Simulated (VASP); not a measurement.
Crystal: NaHF2.

```
CELL_PARAMETERS angstrom
1.69772 0.98018 4.56924
-1.69772 0.98018 4.56924
0.00000 -1.96035 4.56924
ATOMIC_POSITIONS crystal
Na 0.00000 0.00000 0.00000
H 0.50000 0.50000 0.50000
F 0.41724 0.41724 0.41724
F 0.58276 0.58276 0.58276
```

Base run:

| Quantity | Value |
| --- | --- |
| Program | VASP 6.6.1 |
| Functional | PBEsol |
| Potentials or basis | VASP PAW PBE potentials, release 64 (Na_pv, H, F) |
| Cutoff | 520 eV |
| k mesh | 6 × 6 × 6 |
| Occupations | gaussian, width 0.01 eV |
| Spin | no spin polarisation |

Its results: band gap on the k mesh 7.04 eV (least direct gap 7.23 eV); pressure 1.9 GPa; largest force 0.173 eV/Å.

Question: The run is repeated on the same cell with these changes: functional from PBEsol to r2SCAN. What comes out?

Answer: Band gap on the k mesh 7.88 eV (least direct gap 7.99 eV); pressure 0.4 GPa; largest force 0.082 eV/Å.

Caveats: the PAW data sets were made with another functional, which shifts forces and pressure a little.

A k mesh can miss the band edges.
